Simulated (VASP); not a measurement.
Here is a VASP 6.6.1 calculation.

File INCAR:

```
SYSTEM = Rh
PREC = Accurate
ENCUT = 520
EDIFF = 1E-6
ISMEAR = 1
SIGMA = 1.0
LREAL = .FALSE.
LASPH = .TRUE.
NELM = 100
ALGO = Normal
ISIF = 2
LWAVE = .FALSE.
LCHARG = .FALSE.
GGA = PE
NBANDS = 14
```

File KPOINTS:

```
Automatic mesh
0
G
  14 14 14
  0 0 0
```

The input POSCAR:

```
Rh
1.0
    0.0000000000      1.9160595532      1.9160595532
    1.9160595532      0.0000000000      1.9160595532
    1.9160595532      1.9160595532      0.0000000000
Rh
1
Direct
    0.0000000000      0.0000000000      0.0000000000
```

Potentials or basis: VASP PAW PBE potentials, release 64 (Rh_pv).

Command:

```sh
$ cat potpaw_PBE.64/Rh_pv/POTCAR > POTCAR
$ mpirun -np 1 vasp_std > vasp.out
```

(1) Estimate the pressure.

## Answers

(1) 0.7 GPa.
